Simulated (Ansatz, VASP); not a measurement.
Two plane-wave programs on Ru

The input INCAR:

```
ALGO     = Fast           # electronic algorithm
EDIFF    = 1E-7           # SCF threshold, eV
ENCUT    = 520            # plane-wave cutoff, eV
GGA      = PE             # functional
ISIF     = 2              # what is computed and relaxed
ISMEAR   = 0              # smearing method
LASPH    = True           # aspherical terms in the spheres
LCHARG   = True           # write CHGCAR
LELF     = True           # ELF
LREAL    = False          # projectors in reciprocal space
LVHAR    = True         
LWAVE    = False          # write WAVECAR
NBANDS   = 21             # bands
NELM     = 80             # most SCF steps
PREC     = Accurate       # precision mode
SIGMA    = 0.15           # smearing width, eV
```

KPOINTS

```
k-points
0
Gamma
  24 24 12
```

The input POSCAR:

```
Ru
1.0
    3.0102017593      0.0000000000      0.0000000000
   -1.5051008797      2.0796707279      0.0000000000
    0.0000000000      0.0000000000      4.2819000000
Ru
2
Direct
    0.3333333333      0.6666666667      0.2500000000
    0.6666666667      0.3333333333      0.7500000000
```

Input for Ansatz:

```yaml
crystal:
  lattice:
    - [3.0102017593, 0.0, 0.0]
    - [-1.5051008797, 2.0796707279, 0.0]
    - [0.0, 0.0, 4.2819]
  atoms:
    - { symbol: Ru, position: [0.3333333333, 0.6666666667, 0.25] }
    - { symbol: Ru, position: [0.6666666667, 0.3333333333, 0.75] }
basis:
  ecutwfc: 420
kpoints:
  mp_grid: { grid: [24, 24, 12] }
hamiltonian:
  xc: pbe
scf:
  occupations: { method: gaussian, width: 0.15 }
output:
  forces: true
  stress: true
  eigenvalues: true
```

Change from the starting cell: strain +0.1125 x Voigt [1, -1, 0, 0, 0, 0], atoms carried along.

Alike in both runs: task single point; functional PBE; k mesh 24 × 24 × 12; occupations gaussian, width 0.15 eV; no spin polarisation.

```csv
,VASP,Ansatz
version,VASP 6.6.1,Ansatz 0.2.0
potentials or method,"VASP PAW PBE potentials, release 64 (Ru_pv), cutoff 520 eV","scalar-relativistic, plane waves, PAW"
valence electrons in the cell,28,32
```

|  | VASP | Ansatz | Ansatz less VASP |
| --- | --- | --- | --- |
| gap on the k mesh at the Fermi level (eV) | none | none | - |
| pressure (GPa) | 19.0 | 18.9 | -0.03 |
| traceless stress, the component that is largest in VASP (GPa) | 36.96 | 36.98 | +0.012 |
| rms of the force components (eV/Å) | 0.485 | 0.482 | -0.0027 |

Atom by atom the forces differ by 0.003 eV/Å (rms over components). A gap of «none» marks a metal or a gap that the smearing closes. VASP's potentials hold 28 valence electrons a cell and Ansatz's 32, so a difference there can come from the potentials and not from the codes.
